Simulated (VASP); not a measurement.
# C (P6_3/mmc) in VASP: a series of runs

C is run at these levels: PBEsol; tasks: single point.

All numbers are computed with VASP 6.6.1; they aren't measurements. Logs are shortened: lines on timing, memory, paths and dates and some standing lists are left out, and cuts for length are marked.

## 1. The cell of the first run

The structure is hexagonal, space group P6_3/mmc (No. 194). The conventional cell has a = 2.524 Å, b = 2.524 Å, c = 4.136 Å, α = 90.00°, β = 90.00°, γ = 120.00°. C (site symmetry 3m) has 4 C at 1.55 Å within 2.1 Å.

## 2. Single point, PBEsol (strained cell)

File INCAR:

```
PREC = Accurate
ENCUT = 600
EDIFF = 1E-6
ISMEAR = 0
SIGMA = 0.02
LREAL = F
LASPH = T
NELM = 120
ALGO = Normal
ISIF = 2
LWAVE = F
LCHARG = T
GGA = PS
LELF = T
LVHAR = T
NBANDS = 16
GGA_COMPAT = F
```

File KPOINTS:

```
regular mesh
0
Gamma
  9 9 6
```

File POSCAR:

```
C
1.0
    2.5237147988      0.0000000000      0.0000000000
   -1.2618573994      2.1856011277      0.0000000000
    0.0000000000      0.0000000000      4.1356252742
C
4
Direct
    0.3333333333      0.6666666667     -0.0003475691
    0.6666666667      0.3333333333      0.4996524309
    0.3333333333      0.6666666667      0.3743475691
    0.6666666667      0.3333333333      0.8743475691
```

Potentials or basis: VASP PAW PBE potentials, release 64 (C).

Launch:

```
$ cat potpaw_PBE.64/C/POTCAR > POTCAR
$ mpirun -np 1 vasp_std > vasp.out
```

OUTCAR:

```text
PREC = Accurate
   ENCUT = 600
   EDIFF = 1E-6
   ISMEAR = 0
   LREAL = F
   LASPH = T
   NELM = 120
   ISIF = 2
   GGA = PS

 ion  position               nearest neighbor table
   1  0.333  0.667  1.000-   4 1.55   4 1.55   4 1.55   3 1.55
   2  0.667  0.333  0.500-   3 1.55   3 1.55   3 1.55   4 1.55
   3  0.333  0.667  0.374-   2 1.55   2 1.55   2 1.55   1 1.55
   4  0.667  0.333  0.874-   1 1.55   1 1.55   1 1.55   2 1.55

  LATTYP: Found a hexagonal cell.
 ALAT       =     2.5237147988
 C/A-ratio  =     1.6387054814

  Lattice vectors:

 A1 = (   2.5237147988,   0.0000000000,   0.0000000000)
 A2 = (  -1.2618573994,   2.1856011277,   0.0000000000)
 A3 = (   0.0000000000,   0.0000000000,   4.1356252742)

Analysis of symmetry for initial positions (statically):
=====================================================================
 Subroutine PRICEL returns:
 Original cell was already a primitive cell.

 Routine SETGRP: Setting up the symmetry group for a
 hexagonal supercell.

 Subroutine GETGRP returns: Found 24 space group operations
 (whereof  6 operations were pure point group operations)
 out of a pool of 24 trial point group operations.

The static configuration has the point symmetry C_3v.
 The point group associated with its full space group is D_6h.

Analysis of symmetry for dynamics (positions and initial velocities):
=====================================================================
 Subroutine PRICEL returns:
 Original cell was already a primitive cell.

 Routine SETGRP: Setting up the symmetry group for a
 hexagonal supercell.

 Subroutine GETGRP returns: Found 24 space group operations
 (whereof  6 operations were pure point group operations)
 out of a pool of 24 trial point group operations.

The dynamic configuration has the point symmetry C_3v.
 The point group associated with its full space group is D_6h.

 Subroutine INISYM returns: Found 24 space group operations
 (whereof  6 operations are pure point group operations),
 and found     1 'primitive' translations

----------------------------------------------------------------------------------------

                                     Primitive cell

  volume of cell :      22.8114

  direct lattice vectors                    reciprocal lattice vectors
     2.523714799  0.000000000  0.000000000     0.396241287  0.228770014  0.000000000
    -1.261857399  2.185601128  0.000000000     0.000000000  0.457540027  0.000000000
     0.000000000  0.000000000  4.135625274     0.000000000  0.000000000  0.241801405

  length of vectors
     2.523714799  2.523714799  4.135625274     0.457540027  0.457540027  0.241801405

  position of ions in fractional coordinates (direct lattice)
     0.333333333  0.666666667  0.999652431
     0.666666667  0.333333333  0.499652431
     0.333333333  0.666666667  0.374347569
     0.666666667  0.333333333  0.874347569

  ion indices of the primitive-cell ions
   primitive index   ion index
                 1           1
                 2           2
                 3           3
                 4           4

----------------------------------------------------------------------------------------

 KPOINTS: regular mesh

Automatic generation of k-mesh.
 Grid dimensions read from file:
 generate k-points for:    9    9    6

 Generating k-lattice:

  Cartesian coordinates                     Fractional coordinates (reciprocal lattice)
     0.044026810  0.025418890  0.000000000     0.111111111  0.000000000  0.000000000
     0.000000000  0.050837781  0.000000000     0.000000000  0.111111111  0.000000000
     0.000000000  0.000000000  0.040300234     0.000000000  0.000000000  0.166666667

  Length of vectors
     0.050837781  0.050837781  0.040300234

  Shift w.r.t. Gamma in fractional coordinates (k-lattice)
     0.000000000  0.000000000  0.000000000

 Subroutine IBZKPT returns following result:
 ===========================================

 Found     48 irreducible k-points:

 Following reciprocal coordinates:
            Coordinates               Weight
  0.000000  0.000000  0.000000      1.000000
  0.111111 -0.000000  0.000000      6.000000
  0.222222 -0.000000  0.000000      6.000000
  0.333333  0.000000  0.000000      6.000000
  0.444444 -0.000000  0.000000      6.000000
  0.111111  0.111111  0.000000      6.000000
[... 16 lines left out ...]
  0.333333  0.222222  0.166667     24.000000
  0.333333  0.333333  0.166667      4.000000
 [... further k-points ...]
   k-points           NKPTS =     48   k-points in BZ     NKDIM =     48   number of bands    NBANDS=     16
   number of dos      NEDOS =    301   number of ions     NIONS =      4
   total plane-waves  NPLWV =  14400
   dimension x,y,z NGX =    20 NGY =   20 NGZ =   36
   dimension x,y,z NGXF=    40 NGYF=   40 NGZF=   72
   ions per type =               4
   NGX,Y,Z   is equivalent  to a cutoff of  13.17, 13.17, 14.47 a.u.
   NGXF,Y,Z  is equivalent  to a cutoff of  26.35, 26.35, 28.94 a.u.
 SYSTEM =  unknown system
   PREC   = accura    normal or accurate (medium, high low for compatibility)
   ISTART =      0    job   : 0-new  1-cont  2-samecut
   ICHARG =      2    charge: 1-file 2-atom 10-const
   ISPIN  =      1    spin polarized calculation?
   LNONCOLLINEAR =      F non collinear calculations
   LSORBIT =      F    spin-orbit coupling
   LASPH  =      T    aspherical Exc in radial PAW
   ENCUT  =  600.0 eV  44.10 Ry    6.64 a.u.   5.04  5.04  8.26*2*pi/ulx,y,z
   NELM   =    120;   NELMIN=  2; NELMDL= -5     # of ELM steps
   EDIFF  = 0.1E-05   stopping-criterion for ELM
   LREAL  =      F    real-space projection
   EDIFFG = 0.1E-04   stopping-criterion for IOM
   NSW    =      0    number of steps for IOM
   IBRION =     -1    ionic relax: 0-MD 1-quasi-New 2-CG
   NFREE  =      0    steps in history (QN), initial steepest desc. (CG)
   ISIF   =      2    stress and relaxation
   ISYM   =      2    0-nonsym 1-usesym 2-fastsym
   POTIM  = 0.5000    time-step for ionic-motion
   TEBEG  =    0.0;   TEEND  =   0.0 temperature during run
   PSTRESS=    0.0 pullay stress
   NELECT =      16.0000    total number of electrons
   NUPDOWN=      -1.0000    fix difference up-down
   EMIN   =  10.00;   EMAX   =-10.00  energy-range for DOS
   EFERMI =   0.00;   METHOD = LEGACY
   ISMEAR =     0;   SIGMA  =   0.02  broadening in eV -4-tet -1-fermi 0-gaus
   EFERMI_NEDOS =   21; number of points for ismear=-14 and -15
   IALGO  =     38    algorithm
   IMIX   =      4    mixing-type and parameters
     AMIX     =   0.40;   BMIX     =  1.00
     AMIX_MAG =   1.60;   BMIX_MAG =  1.00
  volume/ion in A,a.u.               =       5.70        38.48
  Fermi-wavevector in a.u.,A,eV,Ry     =   1.454557  2.748714 28.786331  2.115736
  Thomas-Fermi vector in A             =   2.571694
   LORBIT       =      0    0 simple, 1 ext, 2 COOP (PROOUT), +10 PAW based schemes
   GGA     = PS    functional components
   LHFCALC =     F    Hartree Fock is set to
   AEXX    =    0.0000 exact exchange contribution
   IVDW    =     0    specifies the selected vdW correction
   LEPSILON=     F    determine dielectric tensor
   LRPA    =     F    only Hartree local field effects (RPA)
 non-spin polarized calculation
 Gauss-broadening in eV      SIGMA  =   0.02
  energy-cutoff  :      600.00
  volume of cell :       22.81
 maximum number of plane-waves:       774
   NGX = 11   NGY = 11   NGZ = 17

 number of electron      16.0000003 magnetization

 Free energy of the ion-electron system (eV)
  ---------------------------------------------------
  ext. energy  EPLUGINS =         0.00000000
  ---------------------------------------------------
  free energy    TOTEN  =       -38.39375365 eV

  energy without entropy =      -38.39375365  energy(sigma->0) =      -38.39375365

 E-fermi :  10.1183     XC(G=0): -13.3978

 val. band max:        9.9322954427   @ k =   0.0000   0.0000   0.0000
 cond. band min:      13.0585827004   @ k =   0.3333   0.3333   0.0000
 fundamental gap:      3.1262872577
 Fermi energy:        10.1182972136

 k-point     1 :       0.0000    0.0000    0.0000
  band No.  band energies     occupation
      1     -11.8408      2.00000
      2      -6.0199      2.00000
      3      -3.8163      2.00000
      4       6.6830      2.00000
      5       6.6830      2.00000
      6       9.4479      2.00000
[... 8 lines left out ...]
     15      23.8932      0.00000
     16      27.0440      0.00000

 k-point     2 :       0.1111   -0.0000    0.0000
  band No.  band energies     occupation
      1     -11.5378      2.00000
      2      -5.7476      2.00000
      3      -3.5361      2.00000
      4       5.2442      2.00000
      5       6.0942      2.00000
      6       8.7287      2.00000
[... 8 lines left out ...]
     15      24.2413      0.00000
     16      26.0829      0.00000

 k-point     3 :       0.2222   -0.0000    0.0000
  band No.  band energies     occupation
      1     -10.6360      2.00000
      2      -4.9363      2.00000
      3      -2.7410      2.00000
      4       2.2728      2.00000
      5       4.9459      2.00000
      6       6.1826      2.00000
[... 8 lines left out ...]
     15      24.0979      0.00000
     16      25.2438      0.00000

 k-point     4 :       0.3333    0.0000    0.0000
  band No.  band energies     occupation
      1      -9.1633      2.00000
      2      -3.6064      2.00000
      3      -2.0065      2.00000
      4      -0.4021      2.00000
      5       3.3707      2.00000
      6       3.9553      2.00000
[... 8 lines left out ...]
     15      24.7345      0.00000
     16      25.7870      0.00000
[... 324 lines left out ...]
 k-point    22 :       0.2222    0.2222    0.1667
  band No.  band energies     occupation
      1      -8.1151      2.00000
      2      -3.9632      2.00000
      3      -1.4085      2.00000
      4       1.1738      2.00000
      5       1.2466      2.00000
      6       2.4817      2.00000
[... 8 lines left out ...]
     15      23.5041      0.00000
     16      26.1723      0.00000

 k-point    23 :       0.3333    0.2222    0.1667
  band No.  band energies     occupation
      1      -6.2648      2.00000
      2      -3.6093      2.00000
      3      -2.0430      2.00000
      4       0.0825      2.00000
      5       0.5152      2.00000
      6       2.4106      2.00000
[... 8 lines left out ...]
     15      24.9372      0.00000
     16      26.2109      0.00000

 k-point    24 :       0.3333    0.3333    0.1667
  band No.  band energies     occupation
      1      -4.6232      2.00000
      2      -4.6232      2.00000
      3      -1.0871      2.00000
      4      -0.5363      2.00000
      5      -0.5363      2.00000
      6       2.5453      2.00000
[... 8 lines left out ...]
     15      25.1584      0.00000
     16      25.1584      0.00000

 [... further k-points ...]

------------------------ aborting loop because EDIFF is reached ----------------------------------------

  FORCE on cell =-STRESS in cart. coord.  units (eV):
  Direction    XX          YY          ZZ          XY          YZ          ZX
  --------------------------------------------------------------------------------------
  -------------------------------------------------------------------------------------
  Total       -1.7365429     -1.7365429      1.1601155      0.0000000      0.0000000      0.0000000
  in kB     -121.9673906   -121.9673906     81.4815844      0.0000000      0.0000000      0.0000000
  external PRESSURE =     -54.1510656 kB  Pullay stress =       0.0000000 kB

 VOLUME and BASIS-vectors are now :
 -----------------------------------------------------------------------------
  energy-cutoff  :      600.00
  volume of cell :       22.81
      direct lattice vectors                 reciprocal lattice vectors
     2.523714799  0.000000000  0.000000000     0.396241287  0.228770014  0.000000000
    -1.261857399  2.185601128  0.000000000     0.000000000  0.457540027  0.000000000
     0.000000000  0.000000000  4.135625274     0.000000000  0.000000000  0.241801405

 POSITION                                       TOTAL-FORCE (eV/Angst)
 -----------------------------------------------------------------------------------
     -0.00000      1.45707      4.13419        -0.000000      0.000000     -0.000826
      1.26186      0.72853      2.06638        -0.000000      0.000000     -0.000826
     -0.00000      1.45707      1.54816         0.000000      0.000000      0.000826
      1.26186      0.72853      3.61597         0.000000     -0.000000      0.000826
 -----------------------------------------------------------------------------------
    total drift:                               -0.000000      0.000000     -0.000006

  FREE ENERGIE OF THE ION-ELECTRON SYSTEM (eV)
  ---------------------------------------------------
  free  energy   TOTEN  =       -38.3937536483 eV

  energy  without entropy=      -38.3937536483  energy(sigma->0) =      -38.39375365
```

It took 10 s on 1 thread of Intel Xeon 8259CL, shared host; peak memory 0.14 GiB.

Results:

- Free energy: -38.3938 eV
- Pressure: -5.4 GPa
- Band gap on the k mesh: 3.13 eV (least direct gap 4.71 eV)

Stress tensor (GPa, compression positive):
```
-12.20   0.00   0.00
  0.00 -12.20   0.00
  0.00   0.00   8.15
```

Caveat: the cell differs from its parent crystal (strained cell); the stress differs along the axes, from -12 to 8 GPa; the PAW data sets were made with another functional, which shifts forces and pressure a little. A k mesh can miss the band edges.

## 3. Single point, PBEsol (strained cell)

File INCAR:

```
ALGO     = Normal         # electronic algorithm
EDIFF    = 1E-6           # SCF threshold, eV
ENCUT    = 600            # plane-wave cutoff, eV
GGA      = PS             # functional
GGA_COMPAT= F            
ISIF     = 2              # what is computed and relaxed
ISMEAR   = 0              # smearing method
LASPH    = T              # aspherical terms in the spheres
LCHARG   = T              # write CHGCAR
LELF     = T              # ELF
LREAL    = F              # projectors in reciprocal space
LVHAR    = T            
LWAVE    = F              # write WAVECAR
NBANDS   = 16             # bands
NELM     = 120            # most SCF steps
PREC     = Accurate       # precision mode
SIGMA    = 0.02           # smearing width, eV
```

File KPOINTS:

```
k-points
0
Gamma
  9 9 6
```

File POSCAR:

```
C
1.0
    2.5237147988      0.0000000000      0.0000000000
   -1.2618573994      2.1856011277      0.0000000000
    0.0000000000      0.0000000000      4.2604429385
C
4
Direct
    0.3333333333      0.6666666667     -0.0004581971
    0.6666666667      0.3333333333      0.4995418029
    0.3333333333      0.6666666667      0.3744581971
    0.6666666667      0.3333333333      0.8744581971
```

Potentials or basis: VASP PAW PBE potentials, release 64 (C).

Launch:

```
$ cat potpaw_PBE.64/C/POTCAR > POTCAR
$ mpirun -np 1 vasp_std > vasp.out
```

OUTCAR:

```text
EDIFF = 1E-6
   ENCUT = 600
   GGA = PS
   ISIF = 2
   ISMEAR = 0
   LASPH = T
   LREAL = F
   NELM = 120
   PREC = Accurate

 ion  position               nearest neighbor table
   1  0.333  0.667  1.000-   4 1.55   4 1.55   4 1.55   3 1.60
   2  0.667  0.333  0.500-   3 1.55   3 1.55   3 1.55   4 1.60
   3  0.333  0.667  0.374-   2 1.55   2 1.55   2 1.55   1 1.60
   4  0.667  0.333  0.874-   1 1.55   1 1.55   1 1.55   2 1.60

[... 656 lines left out ...]

  FORCE on cell =-STRESS in cart. coord.  units (eV):
  Direction    XX          YY          ZZ          XY          YZ          ZX
  --------------------------------------------------------------------------------------
  -------------------------------------------------------------------------------------
  Total       -1.7939075     -1.7939075     -4.1992298      0.0000000      0.0000000     -0.0000000
  in kB     -122.3051330   -122.3051331   -286.2953471      0.0000000      0.0000000     -0.0000000
  external PRESSURE =    -176.9685377 kB  Pullay stress =       0.0000000 kB

 VOLUME and BASIS-vectors are now :
 -----------------------------------------------------------------------------
  energy-cutoff  :      600.00
  volume of cell :       23.50
      direct lattice vectors                 reciprocal lattice vectors
     2.523714799  0.000000000  0.000000000     0.396241287  0.228770014  0.000000000
    -1.261857399  2.185601128  0.000000000     0.000000000  0.457540027  0.000000000
     0.000000000  0.000000000  4.260442938     0.000000000  0.000000000  0.234717379

 POSITION                                       TOTAL-FORCE (eV/Angst)
 -----------------------------------------------------------------------------------
     -0.00000      1.45707      4.25849         0.000000     -0.000000      0.010242
      1.26186      0.72853      2.12827        -0.000000      0.000000      0.010242
     -0.00000      1.45707      1.59536         0.000000     -0.000000     -0.010242
      1.26186      0.72853      3.72558         0.000000      0.000000     -0.010242
 -----------------------------------------------------------------------------------
    total drift:                               -0.000000      0.000000     -0.000002

  FREE ENERGIE OF THE ION-ELECTRON SYSTEM (eV)
  ---------------------------------------------------
  free  energy   TOTEN  =       -38.3492010070 eV

  energy  without entropy=      -38.3492010070  energy(sigma->0) =      -38.34920101
```

OSZICAR:

```text
N       E                     dE             d eps       ncg     rms          rms(c)
DAV:   1     0.217068319672E+02    0.21707E+02   -0.89382E+03  1536   0.109E+03
DAV:   2    -0.375544578269E+02   -0.59261E+02   -0.54592E+02  2176   0.194E+02
DAV:   3    -0.395429457866E+02   -0.19885E+01   -0.19821E+01  1936   0.304E+01
DAV:   4    -0.395506396677E+02   -0.76939E-02   -0.76929E-02  1912   0.234E+00
DAV:   5    -0.395506799919E+02   -0.40324E-04   -0.40324E-04  1864   0.149E-01    0.750E+00
DAV:   6    -0.386608814369E+02    0.88980E+00   -0.53731E-01  1736   0.451E+00    0.441E+00
DAV:   7    -0.383488133566E+02    0.31207E+00   -0.62523E-01  1912   0.502E+00    0.867E-01
DAV:   8    -0.383491415850E+02   -0.32823E-03   -0.12303E-02  1640   0.747E-01    0.404E-02
DAV:   9    -0.383491823068E+02   -0.40722E-04   -0.66883E-05  2064   0.684E-02    0.275E-02
DAV:  10    -0.383492016667E+02   -0.19360E-04   -0.10495E-05  1672   0.261E-02    0.847E-03
DAV:  11    -0.383492010070E+02    0.65976E-06   -0.40609E-07  1528   0.521E-03
   1 F= -.38349201E+02 E0= -.38349201E+02  d E =-.101593E-27
```

Wall time 12 s (1 thread of Intel Xeon 8259CL, shared host); peak memory 0.14 GiB.

Results:

```yaml
Free_energy: -38.3492 eV
Pressure: -17.7 GPa
Largest_force: 0.010 eV/Å
Band_gap_on_the_k_mesh: 3.22 eV (least direct gap 4.81 eV)
```

Forces on the atoms (eV/Å):
```
C    0.000  0.000  0.010
C    0.000  0.000  0.010
C    0.000  0.000 -0.010
C    0.000  0.000 -0.010
```

Caveat: the cell differs from its parent crystal (strained cell); the stress differs along the axes, from -29 to -12 GPa; the PAW data sets were made with another functional, which shifts forces and pressure a little.
